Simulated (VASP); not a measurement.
**Br: relaxation of cell and atoms with PBE+D3(BJ)**

Br:

```
Br
1.0
     3.36325   -2.32255    0.00000
     3.36325    2.32255    0.00000
     0.00000    0.00000    8.70230
Br
4
Cartesian
  3.3632 0.6266 3.3948
  3.3632 1.6959 7.7459
  3.3632 -0.6266 5.3075
  3.3632 -1.6959 0.9564
```

```yaml
Program: VASP 6.6.1
Task: relaxation of cell and atoms
Functional: PBE
Dispersion: D3(BJ)
Potentials_or_basis: VASP PAW PBE potentials, release 64 (Br)
Cutoff: 600 eV
k_mesh: 7 × 7 × 3
Occupations: fermi-dirac, width 0.05 eV
Spin: no spin polarisation
Dipole_correction: no
Further_INCAR_settings: ALGO = Normal; EDIFF = 1e-06; IBRION = 2; EDIFFG = -0.01; NSW = 60; ISIF = 3
```

The relaxed volume is 31.13 Å³/atom. The relaxed cell is a = 4.067 Å, b = 4.067 Å, c = 8.577 Å, α = 90.00°, β = 90.00°, γ = 61.37° and the space group after relaxing (to 0.05 Å) is Cmce (No. 64). The energy gained by relaxing is 45.0 meV/atom and the ionic steps are 21. The pressure after relaxing is 0.0 GPa. The largest force after relaxing is 0.006 eV/Å and the band gap on the k mesh is 1.33 eV, indirect (least direct gap 1.37 eV). The dispersion energy per atom is -0.231 eV.

Forces on the atoms (eV/Å):
```
Br   0.000 -0.003 -0.006
Br   0.000  0.003 -0.006
Br   0.000  0.003  0.006
Br   0.000 -0.003  0.006
```

Step by step:
| step | energy change (eV) | largest force (eV/Å) | pressure (GPa) | volume (Å³) |
| --- | --- | --- | --- | --- |
| 1 | 0.0000 | 0.8933 | 0.68 | 135.95 |
| 2 | -0.0132 | 0.3840 | -2.10 | 138.79 |
| 3 | -0.0466 | 0.1520 | -0.93 | 137.43 |
| 4 | -0.0802 | 0.1489 | -0.80 | 134.43 |
| 5 | -0.1487 | 0.1585 | 0.09 | 125.62 |
| 6 | -0.1501 | 0.1868 | 0.79 | 121.79 |
| 7 | -0.1526 | 0.1697 | 0.45 | 123.55 |
| 8 | -0.1556 | 0.2638 | -0.36 | 123.28 |
| 9 | -0.1590 | 0.1340 | -0.03 | 123.40 |
| 10 | -0.1673 | 0.1151 | 0.04 | 123.13 |
| 11 | -0.1770 | 0.0472 | 0.38 | 122.16 |
| 12 | -0.1723 | 0.1802 | -0.59 | 124.82 |
| 13 | -0.1786 | 0.0726 | 0.04 | 123.05 |
| 14 | -0.1797 | 0.0132 | 0.11 | 123.58 |
| 15 | -0.1797 | 0.0138 | 0.11 | 123.58 |
| 16 | -0.1796 | 0.0387 | -0.16 | 124.56 |
| 17 | -0.1799 | 0.0183 | -0.01 | 124.00 |
| 18 | -0.1800 | 0.0136 | 0.00 | 124.14 |
| 19 | -0.1801 | 0.0176 | 0.02 | 124.40 |
| 20 | -0.1801 | 0.0102 | -0.07 | 124.64 |
| 21 | -0.1802 | 0.0062 | -0.03 | 124.52 |

Final structure:
```
CELL_PARAMETERS angstrom
3.49738 -2.07536 0.00000
3.49738 2.07536 0.00000
0.00000 0.00000 8.57748
ATOMIC_POSITIONS crystal
Br 0.34874 0.65126 0.38097
Br 0.15126 0.84874 0.88097
Br 0.65126 0.34874 0.61903
Br 0.84874 0.15126 0.11903
```

Levels at points of the mesh, in eV from the valence-band top:
| k point | band 12 | band 13 | band 14 | band 15 | band 16 | band 17 |
| --- | --- | --- | --- | --- | --- | --- |
| (0.00, 0.00, 0.00) | -0.60 | -0.44 | 0.00 | 1.37 | 2.28 | 5.94 |

Run time: 26 min on 1 thread of Oxide Virtual Turin-like Processor, on a shared host, peak memory 0.31 GiB.

A k mesh can miss the band edges.
